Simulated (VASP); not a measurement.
The system is GaN.

```
Ga N
1.0
     0.00000    2.29770    2.29770
     2.29770    0.00000    2.29770
     2.29770    2.29770    0.00000
Ga N
1 1
Cartesian
  0.0000 0.0000 0.0000
  1.1488 1.1488 1.1488
```

Base run:

* Program: VASP 6.6.1
* Functional: PBEsol
* Dispersion: D3(BJ)
* Potentials or basis: VASP PAW PBE potentials, release 64 (Ga_d, N)
* Cutoff: 520 eV
* k mesh: 10 × 10 × 10
* Occupations: fermi-dirac, width 0.05 eV
* Spin: no spin polarisation

Its results: band gap on the k mesh 1.31 eV, direct; pressure -13.4 GPa.

**Question.** The run is repeated on the same cell with these changes: dispersion from D3(BJ) to none. What comes out?

**Answer.** Band gap on the k mesh 1.31 eV, direct; pressure -10.6 GPa.

Dispersion adds attraction, which lowers the pressure at fixed volume and, as a term added to the energy, leaves the levels alone.

Caveats: the PAW data sets were made with another functional, which shifts forces and pressure a little.

